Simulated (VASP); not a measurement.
Wanted: the native input for a VASP 6.6.1 run.

```
Task                   : single point
Functional             : PBEsol
Potentials or basis    : VASP PAW PBE potentials, release 64 (Hf_pv, Au)
Cutoff                 : 520 eV
k mesh                 : 5 × 5 × 5
Occupations            : methfessel-paxton, width 0.1 eV
Spin                   : no spin polarisation
Dipole correction      : no
Further INCAR settings : ALGO = Normal; EDIFF = 1e-06; NBANDS = 28
```

The structure of Hf3Au lies in POSCAR:

```
Hf3Au
1.0
    4.4079060129      0.0000000000      0.0000000000
    0.0000000000      4.4079060129      0.0000000000
    0.0000000000      0.0000000000      4.4079060129
Hf Au
3 1
Direct
    0.5000000000      0.0000000000      0.0000000000
    0.0000000000      0.5000000000      0.0000000000
    0.0000000000      0.0000000000      0.5000000000
    0.5000000000      0.5000000000      0.5000000000
```

These files were run (other wordings do the same):

INCAR

```
SYSTEM = Hf3Au
PREC = Accurate
ENCUT = 520
EDIFF = 1E-6
ISMEAR = 1
SIGMA = 0.1
LREAL = .False.
LASPH = .True.
NELM = 100
ALGO = Normal
ISIF = 2
LWAVE = .False.
LCHARG = .False.
GGA = PS
NBANDS = 28
```

KPOINTS

```
regular mesh
0
Gamma
  5 5 5
  0 0 0
```

Potentials or basis: VASP PAW PBE potentials, release 64 (Hf_pv, Au).

Command:

```console
$ cat potpaw_PBE.64/Hf_pv/POTCAR potpaw_PBE.64/Au/POTCAR > POTCAR
$ mpirun -np 1 vasp_std > vasp.out
```

It gave:

| Quantity | Value |
| --- | --- |
| Pressure | -9.9 GPa |

Caveat: the PAW data sets were made with another functional, which shifts forces and pressure a little.

It took 26 s on 1 thread of AMD EPYC 7R13 Processor (Zen 3), with other jobs on the host, peak memory 0.18 GiB.
